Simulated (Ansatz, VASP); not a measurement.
MoSe in VASP and in Ansatz

```
Mo Se
1.0
     3.22686    0.00000    0.00000
     0.00000    3.22686    0.00000
     0.00000    0.00000    3.22686
Mo Se
1 1
Cartesian
  0.0000 0.0000 0.0000
  1.6134 1.6134 1.6134
```

Alike in both runs: task single point; functional PBEsol; k mesh 14 × 14 × 14; occupations gaussian, width 0.1 eV; collinear spin.

|  | VASP | Ansatz |
| --- | --- | --- |
| version | VASP 6.6.1 | Ansatz 0.2.0 |
| potentials or method | VASP PAW PBE potentials, release 64 (Mo_sv, Se), cutoff 520 eV | scalar-relativistic, plane waves, PAW |
| valence electrons in the cell | 20 | 30 |

```tsv
	VASP	Ansatz	Ansatz less VASP
gap on the k mesh at the Fermi level (eV)	none	none	-
pressure (GPa)	-17.4	-17.7	-0.26
net moment per atom (μB)	0.00	0.00	0.000
```

VASP's potentials were made for PBE, not for PBEsol. A gap of «none» marks a metal or a gap that the smearing closes. VASP's potentials hold 20 valence electrons a cell and Ansatz's 30, so a difference there can come from the potentials and not from the codes. Ansatz's warnings: seeded moment not kept.
